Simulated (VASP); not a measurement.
# Si62B (a cell with a defect) in VASP: single point with PBE

Aim: the single point of Si62B (a cell with a defect) with PBE.

All numbers are computed with VASP 6.6.1; they aren't measurements. Logs are shortened: lines on timing, memory, paths and dates and some standing lists are left out, and cuts for length are marked.

**1. The cell of the first run**

The cell holds a defect, 63 atoms: a = 10.860 Å, b = 10.860 Å, c = 10.860 Å, α = 90.00°, β = 90.00°, γ = 90.00°.

**2. Single point, PBE, collinear spin**

INCAR

```
  PREC = Accurate
  ENCUT = 520
  EDIFF = 1E-7
  ISMEAR = 0
  SIGMA = 0.02
  LREAL = Auto
  LASPH = True
  NELM = 150
  ALGO = Normal
  ISIF = 2
  LWAVE = False
  LCHARG = False
  ISPIN = 2
  MAGMOM = 0 0 0 0 0 0 0 0 0 0 0 0 0 0 0 0 0 0 0 0 0 0 0 0 0 0 0 0 0 0 0 0 0 0 0 0 0 0 0 0 0 0 0 0 0 0 0 0 0 0 0 0 0 0 0 0 0 0 0 0 0 0 0.06
  LORBIT = 11
  GGA = PE
  NELECT = 249.0
  NBANDS = 166
```

KPOINTS

```
regular mesh
0
Gamma
  1 1 1
```

POSCAR

```
Si62B
1.0
   10.8600000000      0.0000000000      0.0000000000
    0.0000000000     10.8600000000      0.0000000000
    0.0000000000      0.0000000000     10.8600000000
Si B
62 1
Direct
    0.4950037753      0.0013077348     -0.0013077348
    0.6212069982      0.1218377532      0.1262405157
    0.7477977901      0.2491218232     -0.0004089319
    0.8741180479      0.3758819521      0.1250060773
    0.7460460405     -0.0059401473      0.2509532228
    0.8725406077      0.1231611418      0.3728526703
   -0.0021318600      0.0007400552     -0.0007400552
    0.1240017495      0.1259982505      0.1219123389
    0.2492599448      0.2521318600     -0.0007400552
    0.3743149171      0.3758197974      0.1243149171
    0.5009532228      0.5039539595      0.0059401473
    0.6154455801      0.6345544199      0.1380599448
    0.7460460405      0.7490467772      0.0059401473
    0.8741802026      0.8756850829      0.1243149171
    0.2486922652      0.0013077348      0.2450037753
    0.3762405157      0.1218377532      0.3712069982
    0.5006292818      0.2501357274      0.2506292818
    0.6256846225      0.3747983425      0.3756846225
    0.7491210866      0.5008789134      0.2512462247
    0.8752016575      0.6243153775      0.3756846225
    0.5009532228     -0.0059401473      0.4960460405
    0.6228526703      0.1231611418      0.6225406077
    0.7505245856      0.2483525783      0.5005245856
    0.8747002762      0.3752997238      0.6247002762
    0.7477977901      0.0004089319      0.7508781768
    0.8725858195      0.1261548803      0.8738451197
    0.0008781768      0.5022022099     -0.0004089319
    0.1281622468      0.6287930018      0.1262405157
    0.2486922652      0.7549962247     -0.0013077348
   -0.0003006446      0.2503006446      0.2510301105
    0.1268388582      0.3774593923      0.3728526703
    0.2559401473      0.5039539595      0.2509532228
    0.3880599448      0.6345544199      0.3654455801
    0.6154455801      0.8619400552      0.3654455801
    0.0008781768      0.0004089319      0.4977977901
    0.1238451197      0.1261548803      0.6225858195
    0.2495910681      0.2491218232      0.4977977901
    0.3750060773      0.3758819521      0.6241180479
    0.5012462247      0.5008789134      0.4991210866
    0.6256846225      0.6243153775      0.6252016575
    0.7491210866      0.7487537753      0.4991210866
    0.8741180479      0.8749939227      0.6241180479
    0.2492599448      0.0007400552      0.7478681400
    0.3719123389      0.1259982505      0.8740017495
    0.5010301105      0.2503006446      0.7496993554
    0.6228526703      0.3774593923      0.8768388582
    0.7505245856      0.4994754144      0.7516474217
    0.8725406077      0.6271473297      0.8768388582
   -0.0001357274      0.7493707182      0.2506292818
    0.1281622468      0.8737594843      0.3712069982
    0.0016474217      0.4994754144      0.5005245856
    0.1268388582      0.6271473297      0.6225406077
    0.2559401473      0.7490467772      0.4960460405
    0.3743149171      0.8756850829      0.6241802026
   -0.0000952118      0.2500952118      0.7499047882
    0.1238451197      0.3774141805      0.8738451197
    0.2495910681      0.5022022099      0.7508781768
    0.3762405157      0.6287930018      0.8781622468
    0.5006292818      0.7493707182      0.7498642726
    0.6212069982      0.8737594843      0.8781622468
   -0.0003006446      0.7489698895      0.7496993554
    0.1240017495      0.8780876611      0.8740017495
    0.5280187845      0.7219812155      0.2780187845
```

Potentials or basis: VASP PAW PBE potentials, release 64 (Si, B).

Command:

```console
cat potpaw_PBE.64/Si/POTCAR potpaw_PBE.64/B/POTCAR > POTCAR
mpirun -np 1 vasp_gam > vasp.out
```

OUTCAR:

```text
PREC = Accurate
   ENCUT = 520
   EDIFF = 1E-7
   ISMEAR = 0
   LREAL = Auto
   LASPH = True
   NELM = 150
   ISIF = 2
   ISPIN = 2
   LORBIT = 11
   GGA = PE
   NELECT = 249.0

 ion  position               nearest neighbor table
   1  0.495  0.001  0.999-  44 2.34   2 2.35  60 2.35
   2  0.621  0.122  0.126-  17 2.34   1 2.35   5 2.37   3 2.39
   3  0.748  0.249  1.000-  26 2.34  46 2.36   4 2.37   2 2.39
   4  0.874  0.376  0.125-  19 2.36  30 2.36  27 2.37   3 2.37
   5  0.746  0.994  0.251-  14 2.34   2 2.37   6 2.37  34 2.37
   6  0.873  0.123  0.373-  23 2.35  35 2.36  30 2.36   5 2.37
   7  0.998  0.001  0.999-  14 2.34   8 2.35  62 2.35  26 2.36
   8  0.124  0.126  0.122-  15 2.34   9 2.35   7 2.35  30 2.37
   9  0.249  0.252  0.999-  10 2.34   8 2.35  44 2.35  56 2.36
  10  0.374  0.376  0.124-  11 2.34  32 2.34   9 2.34  17 2.37
  11  0.501  0.504  0.006-  10 2.34  58 2.37  46 2.37  12 2.37
  12  0.615  0.635  0.138-  63 2.03  13 2.37  11 2.37  19 2.39
  13  0.746  0.749  0.006-  14 2.34  60 2.37  48 2.37  12 2.37
  14  0.874  0.876  0.124-   5 2.34  13 2.34   7 2.34  49 2.37
  15  0.249  0.001  0.245-   8 2.34  16 2.35  50 2.35
  16  0.376  0.122  0.371-  17 2.34  15 2.35  21 2.37  37 2.39
  17  0.501  0.250  0.251-   2 2.34  16 2.34  18 2.35  10 2.37
[... 43 lines left out ...]
  61  1.000  0.749  0.750-  48 2.36  52 2.36  42 2.36  62 2.37
  62  0.124  0.878  0.874-  29 2.34   7 2.35  43 2.35  61 2.37
  63  0.528  0.722  0.278-  12 2.03  33 2.03  34 2.03

  LATTYP: Found a simple cubic cell.
 ALAT       =    10.8600000000

  Lattice vectors:

 A1 = (  10.8600000000,   0.0000000000,   0.0000000000)
 A2 = (   0.0000000000,  10.8600000000,   0.0000000000)
 A3 = (   0.0000000000,   0.0000000000,  10.8600000000)

Analysis of symmetry for initial positions (statically):
=====================================================================
 Subroutine PRICEL returns:
 Original cell was already a primitive cell.

 Routine SETGRP: Setting up the symmetry group for a
 simple cubic supercell.

 Subroutine GETGRP returns: Found  6 space group operations
 (whereof  2 operations were pure point group operations)
 out of a pool of 48 trial point group operations.

The static configuration has the point symmetry C_1h.
 The point group associated with its full space group is C_3v.

Analysis of symmetry for dynamics (positions and initial velocities):
=====================================================================
 Subroutine PRICEL returns:
 Original cell was already a primitive cell.

 Routine SETGRP: Setting up the symmetry group for a
 simple cubic supercell.

 Subroutine GETGRP returns: Found  6 space group operations
 (whereof  2 operations were pure point group operations)
 out of a pool of 48 trial point group operations.

The dynamic configuration has the point symmetry C_1h.
 The point group associated with its full space group is C_3v.

Analysis of structural, dynamic, and magnetic symmetry:
=====================================================================
 Subroutine PRICEL returns:
 Original cell was already a primitive cell.

 Routine SETGRP: Setting up the symmetry group for a
 simple cubic supercell.

 Subroutine GETGRP returns: Found  6 space group operations
 (whereof  2 operations were pure point group operations)
 out of a pool of 48 trial point group operations.

The overall configuration has the point symmetry C_1h.
 The point group associated with its full space group is C_3v.

 Subroutine INISYM returns: Found  6 space group operations
 (whereof  2 operations are pure point group operations),
 and found     1 'primitive' translations

----------------------------------------------------------------------------------------

[... 184 lines left out ...]
   ISPIN  =      2    spin polarized calculation?
   LNONCOLLINEAR =      F non collinear calculations
   LSORBIT =      F    spin-orbit coupling
   LASPH  =      T    aspherical Exc in radial PAW
   ENCUT  =  520.0 eV  38.22 Ry    6.18 a.u.  20.19 20.19 20.19*2*pi/ulx,y,z
   NELM   =    150;   NELMIN=  2; NELMDL= -5     # of ELM steps
   EDIFF  = 0.1E-06   stopping-criterion for ELM
   LREAL  =      T    real-space projection
   EDIFFG = 0.1E-05   stopping-criterion for IOM
   NSW    =      0    number of steps for IOM
   IBRION =     -1    ionic relax: 0-MD 1-quasi-New 2-CG
   NFREE  =      0    steps in history (QN), initial steepest desc. (CG)
   ISIF   =      2    stress and relaxation
   ISYM   =      2    0-nonsym 1-usesym 2-fastsym
   POTIM  = 0.5000    time-step for ionic-motion
   TEBEG  =    0.0;   TEEND  =   0.0 temperature during run
   PSTRESS=    0.0 pullay stress
   NELECT =     249.0000    total number of electrons
   NUPDOWN=      -1.0000    fix difference up-down
   EMIN   =  10.00;   EMAX   =-10.00  energy-range for DOS
   EFERMI =   0.00;   METHOD = LEGACY
   ISMEAR =     0;   SIGMA  =   0.02  broadening in eV -4-tet -1-fermi 0-gaus
   EFERMI_NEDOS =   21; number of points for ismear=-14 and -15
   IALGO  =     38    algorithm
   IMIX   =      4    mixing-type and parameters
     AMIX     =   0.40;   BMIX     =  1.00
     AMIX_MAG =   1.60;   BMIX_MAG =  1.00
  volume/ion in A,a.u.               =      20.33       137.20
  Fermi-wavevector in a.u.,A,eV,Ry     =   0.948371  1.792161 12.237175  0.899407
  Thomas-Fermi vector in A             =   2.076553
   LORBIT       =     11    0 simple, 1 ext, 2 COOP (PROOUT), +10 PAW based schemes
   GGA     = PE    functional components
   LHFCALC =     F    Hartree Fock is set to
   AEXX    =    0.0000 exact exchange contribution
   IVDW    =     0    specifies the selected vdW correction
   LEPSILON=     F    determine dielectric tensor
   LRPA    =     F    only Hartree local field effects (RPA)
 spin polarized calculation
 Gauss-broadening in eV      SIGMA  =   0.02
  energy-cutoff  :      520.00
  volume of cell :     1280.82
 maximum number of plane-waves:     17229
 NGX is ok and might be reduce to    84
   NGX = 41   NGY = 41   NGZ = 41

 number of electron     248.9999992 magnetization       0.9999853

 Free energy of the ion-electron system (eV)
  ---------------------------------------------------
  ext. energy  EPLUGINS =         0.00000000
  ---------------------------------------------------
  free energy    TOTEN  =      -344.88410145 eV

  energy without entropy =     -344.88409064  energy(sigma->0) =     -344.88409604

 E-fermi :   5.3924     XC(G=0):  -9.2700

 val. band max:        5.3393551838   @ k =   0.0000   0.0000   0.0000
 cond. band min:       5.4451402440   @ k =   0.0000   0.0000   0.0000
 fundamental gap:      0.1057850602
 Fermi energy:         5.3923767504

 spin component 1

 k-point     1 :       0.0000    0.0000    0.0000
  band No.  band energies     occupation
      1      -6.2805      1.00000
      2      -5.2580      1.00000
      3      -5.2371      1.00000
      4      -5.2371      1.00000
      5      -5.2168      1.00000
      6      -5.2168      1.00000
[... 128 lines left out ...]
    135       6.8016      0.00000
    136       6.8016      0.00000
 Fermi energy:         5.3923767504

 spin component 2

 k-point     1 :       0.0000    0.0000    0.0000
  band No.  band energies     occupation
      1      -6.2646      1.00000
      2      -5.2386      1.00000
      3      -5.2215      1.00000
      4      -5.2215      1.00000
      5      -5.2010      1.00000
      6      -5.2010      1.00000
[... 128 lines left out ...]
    135       6.8099      0.00000
    136       6.8099      0.00000
 [bands above 136 left out]

------------------------ aborting loop because EDIFF is reached ----------------------------------------

  FORCE on cell =-STRESS in cart. coord.  units (eV):
  Direction    XX          YY          ZZ          XY          YZ          ZX
  --------------------------------------------------------------------------------------
  -------------------------------------------------------------------------------------
  Total       -7.7057244     -7.7057244     -7.7057244     -1.2478662     -1.2478662      1.2478662
  in kB       -9.6390577     -9.6390577     -9.6390577     -1.5609504     -1.5609504      1.5609504
  external PRESSURE =      -9.6390577 kB  Pullay stress =       0.0000000 kB

 VOLUME and BASIS-vectors are now :
 -----------------------------------------------------------------------------
  energy-cutoff  :      520.00
  volume of cell :     1280.82
      direct lattice vectors                 reciprocal lattice vectors
    10.860000000  0.000000000  0.000000000     0.092081031  0.000000000  0.000000000
     0.000000000 10.860000000  0.000000000     0.000000000  0.092081031  0.000000000
     0.000000000  0.000000000 10.860000000     0.000000000  0.000000000  0.092081031

 POSITION                                       TOTAL-FORCE (eV/Angst)
 -----------------------------------------------------------------------------------
      5.37574      0.01420     10.84580        -0.009500     -0.004905      0.004905
      6.74631      1.32316      1.37097         0.008578      0.003052      0.002854
      8.12108      2.70546     10.85556         0.001179     -0.000536     -0.006034
      9.49292      4.08208      1.35757        -0.003821      0.003821      0.004946
      8.10206     10.79549      2.72535         0.001990      0.002664     -0.004509
      9.47579      1.33753      4.04918        -0.005655     -0.001151      0.004574
[... 55 lines left out ...]
      1.34666      9.53603      9.49166        -0.005693     -0.001214     -0.005693
      5.73428      7.84072      3.01928        -0.005160      0.005160     -0.005160
 -----------------------------------------------------------------------------------
    total drift:                               -0.011647      0.011647     -0.011647

  FREE ENERGIE OF THE ION-ELECTRON SYSTEM (eV)
  ---------------------------------------------------
  free  energy   TOTEN  =      -344.8841014469 eV

  energy  without entropy=     -344.8840906412  energy(sigma->0) =     -344.88409604

 total charge

# of ion       s       p       d       tot
------------------------------------------
    1        0.782   0.846   0.000   1.627
    2        0.743   0.933   0.000   1.676
    3        0.745   0.929   0.000   1.674
    4        0.750   0.927   0.000   1.677
    5        0.740   0.942   0.000   1.682
    6        0.739   0.943   0.000   1.681
[... 55 lines left out ...]
   62        0.741   0.947   0.000   1.688
   63        0.703   1.037   0.000   1.740
--------------------------------------------------
tot         46.784  59.097   0.000 105.881

 magnetization (x)

# of ion       s       p       d       tot
------------------------------------------
    1        0.000   0.003   0.000   0.003
    2        0.000   0.008   0.000   0.008
    3        0.000   0.007   0.000   0.007
    4        0.000   0.004   0.000   0.005
    5        0.000   0.008   0.000   0.008
    6        0.000   0.007   0.000   0.007
[... 55 lines left out ...]
   62       -0.000   0.002   0.000   0.001
   63        0.006   0.059   0.000   0.065
--------------------------------------------------
tot          0.017   0.423   0.000   0.440
```

Run time: 16 min. Hardware: 1 thread of AMD EPYC 7R13 (Zen 3), shared host; peak memory 1.5 GiB.

What came out:

```
Free energy                                           : -344.8841 eV
Largest force                                         : 0.012 eV/Å
Net moment                                            : 1.00 μB per cell
Site moments                                          : Si +0.00, +0.01, -0.00 (each value once); B +0.07 μB
Valence electrons inside the program's atomic spheres : Si 1.63, 1.68, 1.67, 1.69 (each value once); B 1.74
```

Forces on the atoms (eV/Å):
```
Si  -0.009 -0.005  0.005
Si   0.009  0.003  0.003
Si   0.001 -0.001 -0.006
Si  -0.004  0.004  0.005
Si   0.002  0.003 -0.005
Si  -0.006 -0.001  0.005
Si   0.001  0.003 -0.003
Si  -0.006  0.006  0.001
Si  -0.003 -0.001 -0.003
Si   0.000  0.003  0.000
Si  -0.005 -0.002 -0.003
Si   0.008 -0.008 -0.005
Si   0.002  0.005 -0.003
Si  -0.003  0.000  0.000
Si   0.005 -0.005 -0.009
Si   0.003  0.003  0.009
Si   0.002  0.000  0.002
Si   0.001 -0.005  0.001
Si   0.000  0.000  0.006
Si   0.005 -0.001  0.001
Si  -0.005  0.003  0.002
Si   0.005 -0.001 -0.006
Si   0.001  0.007  0.001
Si   0.003 -0.003  0.003
Si   0.001  0.006  0.001
Si  -0.004 -0.004  0.004
Si   0.001 -0.001 -0.006
Si  -0.003 -0.009  0.003
Si   0.005  0.009  0.005
Si   0.001 -0.001  0.004
Si   0.001  0.006  0.005
Si  -0.003 -0.002 -0.005
Si  -0.005 -0.008  0.008
Si   0.008  0.005  0.008
Si   0.001  0.006  0.001
Si   0.004 -0.004 -0.004
Si  -0.006 -0.001  0.001
Si   0.005  0.004 -0.004
Si   0.006  0.000  0.000
Si   0.001 -0.001  0.005
Si   0.000 -0.006  0.000
Si  -0.004 -0.005 -0.004
Si  -0.003  0.003  0.001
Si   0.001  0.006 -0.006
Si   0.004 -0.001  0.001
Si   0.005  0.006  0.001
Si   0.001 -0.001 -0.007
Si  -0.006 -0.005  0.001
Si   0.000 -0.002  0.002
Si  -0.003 -0.003  0.009
Si  -0.007 -0.001  0.001
Si   0.001 -0.005 -0.006
Si  -0.003  0.005  0.002
Si   0.000  0.000 -0.003
Si  -0.007  0.007 -0.007
Si   0.004  0.004  0.004
Si  -0.006 -0.001  0.001
Si   0.003 -0.009 -0.003
Si   0.002 -0.002  0.000
Si   0.009 -0.003 -0.003
Si   0.001 -0.004  0.001
Si  -0.006 -0.001 -0.006
B   -0.005  0.005 -0.005
```

Caveat: the k points lie up to 0.58 Å⁻¹ apart; the cell carries a net charge on a neutralising background, which shifts energy and pressure; the cell is charged against a uniform background, so pressure and absolute levels hang on convention.
